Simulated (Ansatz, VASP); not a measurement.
## Pt in VASP and in Ansatz

```
Pt
1.0
     0.00000    1.97389    1.97389
     1.97389    0.00000    1.97389
     1.97389    1.97389    0.00000
Pt
1
Direct
  0.00000 0.00000 0.00000
```

Change from the starting cell: volume scaled by 1.02.

Alike in both runs: task single point; functional pbe exchange, lda correlation; k mesh 9 × 9 × 9; non-collinear spin.

```csv
,VASP,Ansatz
version,VASP 6.6.1,Ansatz 0.2.0
potentials or method,"VASP PAW PBE potentials, release 64 (Pt), cutoff 500 eV","all-electron LAPW, scalar-relativistic"
occupations,"methfessel-paxton of order 1, width 0.01 eV","cold, width 0.01 eV"
```

Ansatz gave:

```
gap on the k mesh at the Fermi level (eV) : none
pressure (GPa)                            : 23.9
net moment per atom (μB)                  : 0.02
```

Q: Estimate VASP's values.

A: gap on the k mesh at the Fermi level (eV): none; pressure (GPa): 23.5; net moment per atom (μB): 0.03.

VASP's potentials were made for PBE, not for pbe exchange, lda correlation. A gap of «none» marks a metal or a gap that the smearing closes. Ansatz ran all-electron here, and VASP with PAW potentials.

Neither program's run includes spin-orbit coupling. Noted on Ansatz's run: the program listed the state as in doubt; the k mesh is thin for a metal, which can move the energy by tens of meV per atom.
